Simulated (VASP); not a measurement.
# Mg (P6_3/mmc) in VASP: further runs

Runs on Mg. Level: PBEsol. Tasks: single point.

Everything below comes from runs of VASP 6.6.1. Logs are shortened: lines on timing, memory, paths and dates and some standing lists are left out, and cuts for length are marked.

## Step 1: The cell of the first run

Symmetry: P6_3/mmc, No. 194, hexagonal system. Conventional cell: a = 3.338 Å, b = 3.338 Å, c = 5.627 Å, α = 90.00°, β = 90.00°, γ = 120.00°. Mg (site symmetry -6m2) has 12 Mg at 3.34 to 3.41 Å within 4.4 Å.

## Step 2: Single point, PBEsol (strain +0.040 along x and y, +0.080 along z)

The input, INCAR:

```
PREC = Accurate ; ENCUT = 520
EDIFF = 1E-6 ; ISMEAR = 0
SIGMA = 0.15 ; LREAL = F
LASPH = T ; NELM = 60
ALGO = Normal ; ISIF = 2
LWAVE = F ; LCHARG = T
GGA = PS ; LELF = T
LVHAR = T ; NBANDS = 9
```

The input, KPOINTS:

```
regular mesh
0
Gamma
  18 18 10
```

The input, POSCAR:

```
Mg
1.0
    3.3376423938      0.0000000000      0.0000000000
   -1.6688211969      2.8904831018      0.0000000000
    0.0000000000      0.0000000000      5.6271564000
Mg
2
Direct
    0.3333333333      0.6666666667      0.2500000000
    0.6666666667      0.3333333333      0.7500000000
```

Potentials or basis: VASP PAW PBE potentials, release 64 (Mg).

Started as:

```console
> cat potpaw_PBE.64/Mg/POTCAR > POTCAR
> mpirun -np 1 vasp_std > vasp.out
```

OUTCAR:

```text
PREC = Accurate
   ENCUT = 520
   EDIFF = 1E-6
   ISMEAR = 0
   LREAL = F
   LASPH = T
   NELM = 60
   ISIF = 2
   GGA = PS

 ion  position               nearest neighbor table
   1  0.333  0.667  0.250-   2 3.41   2 3.41   2 3.41   2 3.41   2 3.41   2 3.41
   2  0.667  0.333  0.750-   1 3.41   1 3.41   1 3.41   1 3.41   1 3.41   1 3.41

  LATTYP: Found a hexagonal cell.
 ALAT       =     3.3376423938
 C/A-ratio  =     1.6859674393

  Lattice vectors:

 A1 = (   3.3376423938,   0.0000000000,   0.0000000000)
 A2 = (  -1.6688211969,   2.8904831018,   0.0000000000)
 A3 = (   0.0000000000,   0.0000000000,   5.6271564000)

Analysis of symmetry for initial positions (statically):
=====================================================================
 Subroutine PRICEL returns:
 Original cell was already a primitive cell.

 Routine SETGRP: Setting up the symmetry group for a
 hexagonal supercell.

 Subroutine GETGRP returns: Found 24 space group operations
 (whereof 12 operations were pure point group operations)
 out of a pool of 24 trial point group operations.

The static configuration has the point symmetry D_3d.
 The point group associated with its full space group is D_6h.

Analysis of symmetry for dynamics (positions and initial velocities):
=====================================================================
 Subroutine PRICEL returns:
 Original cell was already a primitive cell.

 Routine SETGRP: Setting up the symmetry group for a
 hexagonal supercell.

 Subroutine GETGRP returns: Found 24 space group operations
 (whereof 12 operations were pure point group operations)
 out of a pool of 24 trial point group operations.

The dynamic configuration has the point symmetry D_3d.
 The point group associated with its full space group is D_6h.

 Subroutine INISYM returns: Found 24 space group operations
 (whereof 12 operations are pure point group operations),
 and found     1 'primitive' translations

----------------------------------------------------------------------------------------

                                     Primitive cell

  volume of cell :      54.2874

  direct lattice vectors                    reciprocal lattice vectors
     3.337642394  0.000000000  0.000000000     0.299612685  0.172981464  0.000000000
    -1.668821197  2.890483102  0.000000000     0.000000000  0.345962929  0.000000000
     0.000000000  0.000000000  5.627156400     0.000000000  0.000000000  0.177709651
[... 89 lines left out ...]
   NFREE  =      0    steps in history (QN), initial steepest desc. (CG)
   ISIF   =      2    stress and relaxation
   ISYM   =      2    0-nonsym 1-usesym 2-fastsym
   POTIM  = 0.5000    time-step for ionic-motion
   TEBEG  =    0.0;   TEEND  =   0.0 temperature during run
   PSTRESS=    0.0 pullay stress
   NELECT =       4.0000    total number of electrons
   NUPDOWN=      -1.0000    fix difference up-down
   EMIN   =  10.00;   EMAX   =-10.00  energy-range for DOS
   EFERMI =   0.00;   METHOD = LEGACY
   ISMEAR =     0;   SIGMA  =   0.15  broadening in eV -4-tet -1-fermi 0-gaus
   EFERMI_NEDOS =   21; number of points for ismear=-14 and -15
   IALGO  =     38    algorithm
   IMIX   =      4    mixing-type and parameters
     AMIX     =   0.40;   BMIX     =  1.00
     AMIX_MAG =   1.60;   BMIX_MAG =  1.00
  volume/ion in A,a.u.               =      27.14       183.17
  Fermi-wavevector in a.u.,A,eV,Ry     =   0.686323  1.296962  6.408874  0.471039
  Thomas-Fermi vector in A             =   1.766518
   LORBIT       =      0    0 simple, 1 ext, 2 COOP (PROOUT), +10 PAW based schemes
   GGA     = PS    functional components
   LHFCALC =     F    Hartree Fock is set to
   AEXX    =    0.0000 exact exchange contribution
   IVDW    =     0    specifies the selected vdW correction
   LEPSILON=     F    determine dielectric tensor
   LRPA    =     F    only Hartree local field effects (RPA)
 non-spin polarized calculation
 Gauss-broadening in eV      SIGMA  =   0.15
  energy-cutoff  :      520.00
  volume of cell :       54.29
 maximum number of plane-waves:      1485
 NGX is ok and might be reduce to    28
   NGX = 13   NGY = 13   NGZ = 21

 number of electron       4.0000000 magnetization

 Free energy of the ion-electron system (eV)
  ---------------------------------------------------
  ext. energy  EPLUGINS =         0.00000000
  ---------------------------------------------------
  free energy    TOTEN  =        -3.28297776 eV

  energy without entropy =       -3.27025502  energy(sigma->0) =       -3.27661639

 E-fermi :   1.7783     XC(G=0):  -8.0246

 val. band max:        1.7743737971   @ k =   0.3889   0.1667   0.4000
 cond. band min:       1.7873028424   @ k =   0.3889  -0.0000   0.1000
 fundamental gap:      0.0129290453
 Fermi energy:         1.7783205894

 k-point     1 :       0.0000    0.0000    0.0000
  band No.  band energies     occupation
      1      -4.4577      2.00000
      2       0.2100      2.00000
      3       0.2107      2.00000
      4      12.0190      0.00000
      5      12.0190      0.00000
      6      12.1306      0.00000
      7      12.1306      0.00000
      8      12.3671      0.00000
      9      13.5909      0.00000
[... 265 lines left out ...]
 k-point    24 :       0.3889    0.1111    0.0000
  band No.  band energies     occupation
      1      -0.7889      2.00000
      2       1.1182      2.00000
      3       3.6681      0.00000
      4       3.8440      0.00000
      5       5.4155      0.00000
      6       5.6014      0.00000
      7       6.4668      0.00000
      8      10.3149      0.00000
      9      10.4514      0.00000

 [... further k-points ...]

------------------------ aborting loop because EDIFF is reached ----------------------------------------

  FORCE on cell =-STRESS in cart. coord.  units (eV):
  Direction    XX          YY          ZZ          XY          YZ          ZX
  --------------------------------------------------------------------------------------
  -------------------------------------------------------------------------------------
  Total       -1.5268287     -1.5268287     -1.8163556      0.0000000      0.0000000      0.0000000
  in kB      -45.0610870    -45.0610870    -53.6058568      0.0000000      0.0000000      0.0000000
  external PRESSURE =     -47.9093436 kB  Pullay stress =       0.0000000 kB

 VOLUME and BASIS-vectors are now :
 -----------------------------------------------------------------------------
  energy-cutoff  :      520.00
  volume of cell :       54.29
      direct lattice vectors                 reciprocal lattice vectors
     3.337642394  0.000000000  0.000000000     0.299612685  0.172981464  0.000000000
    -1.668821197  2.890483102  0.000000000     0.000000000  0.345962929  0.000000000
     0.000000000  0.000000000  5.627156400     0.000000000  0.000000000  0.177709651

 POSITION                                       TOTAL-FORCE (eV/Angst)
 -----------------------------------------------------------------------------------
     -0.00000      1.92699      1.40679         0.000000      0.000000      0.000000
      1.66882      0.96349      4.22037        -0.000000     -0.000000      0.000000
 -----------------------------------------------------------------------------------
    total drift:                               -0.000000      0.000000     -0.000000

  FREE ENERGIE OF THE ION-ELECTRON SYSTEM (eV)
  ---------------------------------------------------
  free  energy   TOTEN  =        -3.2829777620 eV

  energy  without entropy=       -3.2702550240  energy(sigma->0) =       -3.27661639
```

OSZICAR:

```text
N       E                     dE             d eps       ncg     rms          rms(c)
DAV:   1    -0.773581843299E+00   -0.77358E+00   -0.12281E+03  3996   0.307E+02
DAV:   2    -0.326233386075E+01   -0.24888E+01   -0.24062E+01  5346   0.253E+01
DAV:   3    -0.330473194056E+01   -0.42398E-01   -0.42022E-01  5202   0.270E+00
DAV:   4    -0.330487486759E+01   -0.14293E-03   -0.14292E-03  5142   0.154E-01
DAV:   5    -0.330487561445E+01   -0.74686E-06   -0.74669E-06  5002   0.108E-02    0.994E-01
DAV:   6    -0.329376480819E+01    0.11111E-01   -0.11810E-03  4522   0.207E-01    0.636E-01
DAV:   7    -0.328297759812E+01    0.10787E-01   -0.49458E-03  4275   0.385E-01    0.358E-02
DAV:   8    -0.328297956717E+01   -0.19691E-05   -0.34893E-05  5310   0.360E-02    0.704E-03
DAV:   9    -0.328297803101E+01    0.15362E-05   -0.13112E-06  4560   0.447E-03    0.603E-04
DAV:  10    -0.328297776197E+01    0.26904E-06   -0.82164E-09  2399   0.523E-04
   1 F= -.32829778E+01 E0= -.32766164E+01  d E =-.127227E-01
```

Wall time 1.8 min (1 thread of Intel Xeon 8259CL, shared host); peak memory 0.25 GiB.

Results:

| Quantity | Value |
| --- | --- |
| Free energy | -3.2830 eV |
| Pressure | -4.8 GPa |
| Band gap on the k mesh | zero (bands 2 and 3 overlap by 2.43 eV) |

Stress tensor (GPa, compression positive):
```
-4.51  0.00  0.00
 0.00 -4.51  0.00
 0.00  0.00 -5.36
```

Levels at points of the mesh, in eV from the Fermi level:
| k point | band 1 | band 2 | band 3 | band 4 | band 5 | band 6 | band 7 |
| --- | --- | --- | --- | --- | --- | --- | --- |
| (0.00, 0.00, 0.00) | -6.24 | -1.57 | -1.57 | 10.24 | 10.24 | 10.35 | 10.35 |
| (0.50, 0.00, 0.00) | -1.86 | -1.78 | 2.41 | 2.60 | 2.89 | 3.05 | 6.40 |
| (0.00, 0.00, 0.50) | -5.05 | -5.05 | 4.04 | 4.04 | 11.04 | 11.04 | 11.04 |
| (0.50, 0.00, 0.50) | -0.88 | -0.88 | -0.43 | -0.43 | 7.43 | 7.43 | 7.46 |

Caveat: the cell differs from its parent crystal (strain +0.040 along x and y, +0.080 along z); the cell stands under tension; the PAW data sets were made with another functional, which shifts forces and pressure a little.

[end of part 1 of 2]
